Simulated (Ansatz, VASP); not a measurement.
# Two plane-wave programs on TiAl

The input INCAR:

```
SYSTEM = TiAl
PREC = Accurate
ENCUT = 500
EDIFF = 1E-6
ISMEAR = 0
SIGMA = 0.15
LREAL = .False.
LASPH = .True.
NELM = 120
ALGO = Normal
ISIF = 2
LWAVE = .False.
LCHARG = .False.
GGA = PS
NBANDS = 14
GGA_COMPAT = .False.
```

The input KPOINTS:

```
Automatic mesh
0
Gamma
  16 16 16
  0 0 0
```

Contents of POSCAR:

```
TiAl
1.0
    2.6968362320      0.0000000000      0.0000000000
    0.0000000000      2.6968362320      0.0000000000
    0.0000000000      0.0000000000      4.0929883493
Ti Al
1 1
Direct
    0.0000000000      0.0000000000      0.0000000000
    0.5000000000      0.5000000000      0.5000000000
```

Input for Ansatz:

```yaml
crystal:
  lattice:
    - [2.696836232, 0.0, 0.0]
    - [0.0, 2.696836232, 0.0]
    - [0.0, 0.0, 4.0929883493]
  atoms:
    - { symbol: Ti, position: [0.0, 0.0, 0.0] }
    - { symbol: Al, position: [0.5, 0.5, 0.5] }
basis:
  ecutwfc: 520.0
kpoints:
  mp_grid: { grid: [16, 16, 16] }
hamiltonian:
  xc: pbesol
scf:
  occupations: { method: gaussian, width: 0.15 }
output:
  forces: true
  stress: true
  eigenvalues: true
```

Alike in both runs: task single point; functional PBEsol; k mesh 16 × 16 × 16; occupations gaussian, width 0.15 eV; no spin polarisation.

```csv
,VASP,Ansatz
version,VASP 6.6.1,Ansatz 0.2.0
potentials or method,"VASP PAW PBE potentials, release 64 (Ti_sv, Al), cutoff 500 eV","scalar-relativistic, plane waves, PAW"
valence electrons in the cell,15,15
```

```tsv
	VASP	Ansatz	Ansatz less VASP
gap on the k mesh at the Fermi level (eV)	none	none	-
pressure (GPa)	7.8	7.8	-0.05
traceless stress, the component that is largest in VASP (GPa)	-3.28	-3.32	-0.039
```

VASP's potentials were made for PBE, not for PBEsol. A gap of «none» marks a metal or a gap that the smearing closes.
